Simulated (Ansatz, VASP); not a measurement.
One calculation of Lu, two programs

```
Lu
1.0
     0.00000    2.42018    2.42018
     2.42018    0.00000    2.42018
     2.42018    2.42018    0.00000
Lu
1
Direct
  0.00000 0.00000 0.00000
```

Alike in both runs: task single point; functional PBEsol; k mesh 13 × 13 × 13; occupations fermi-dirac, width 0.1 eV; no spin polarisation.

|  | VASP | Ansatz |
| --- | --- | --- |
| version | VASP 6.6.1 | Ansatz 0.2.0 |
| potentials or method | VASP PAW PBE potentials, release 64 (Lu), cutoff 520 eV | plane waves (420 eV) with PAW, scalar-relativistic |
| valence electrons in the cell | 25 | 25 |

|  | VASP | Ansatz | Ansatz less VASP |
| --- | --- | --- | --- |
| pressure (GPa) | -1.6 | -1.7 | -0.12 |

VASP's potentials were made for PBE, not for PBEsol, and Ansatz warns of the same on its side.

Neither program's run includes spin-orbit coupling.
